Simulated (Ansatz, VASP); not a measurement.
# BaZrO3 in VASP and in Ansatz

```
CELL_PARAMETERS angstrom
4.17967 0.00000 0.00000
0.00000 4.17967 0.00000
0.00000 0.00000 4.27782
ATOMIC_POSITIONS crystal
Ba 0.00000 0.00000 0.85869
Zr 0.50000 0.50000 0.66517
O 0.00000 0.50000 0.40380
O 0.50000 0.00000 0.40380
O 0.50000 0.50000 0.16855
```

Alike in both runs: task relaxation of cell and atoms; functional PBE; k mesh 4 × 4 × 4; occupations gaussian, width 0.1 eV; no spin polarisation.

|  | VASP | Ansatz |
| --- | --- | --- |
| version | VASP 6.6.1 | Ansatz 0.2.0 |
| potentials or method | VASP PAW PBE potentials, release 64 (Ba_sv, Zr_sv, O), cutoff 600 eV | scalar-relativistic, plane waves, PAW |
| valence electrons in the cell | 40 | 40 |

```tsv
	VASP	Ansatz	Ansatz less VASP
gap on the k mesh at the Fermi level, each at its own relaxed structure (eV)	3.12	3.17	+0.053
relaxed volume (Å³/atom)	15.21	15.10	-0.104
relaxed cell length with the largest relative difference (Å)	4.243	4.229	-0.0140
```

Spin-orbit coupling is off throughout.
